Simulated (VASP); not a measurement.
Crystal: InSb.

```
In Sb
1.0
     0.00000    3.30263    3.30263
     3.30263    0.00000    3.30263
     3.30263    3.30263    0.00000
In Sb
1 1
Direct
  0.00000 0.00000 0.00000
  0.75000 0.75000 0.75000
```

Base run:

- Program: VASP 6.6.1
- Functional: PBEsol
- Potentials or basis: VASP PAW PBE potentials, release 64 (In_d, Sb)
- Cutoff: 520 eV
- k mesh: 10 × 10 × 10
- Occupations: fermi-dirac, width 0.03 eV
- Spin: no spin polarisation

Its results: band gap on the k mesh zero (filled and empty bands touch); pressure -1.5 GPa.

**Question.** The run is repeated on the same cell with these changes: functional from PBEsol to PBE; further incar settings from ALGO = Normal; EDIFF = 1e-06; NBANDS = 16 to ALGO = Normal; EDIFF = 1e-08; NBANDS = 16. What comes out?

**Answer.** Band gap on the k mesh zero (filled and empty bands touch); pressure 0.5 GPa.

Caveats: spin-orbit coupling is left out, which moves the levels of the heavy elements; the PAW data sets were made with another functional, which shifts forces and pressure a little (some runs).
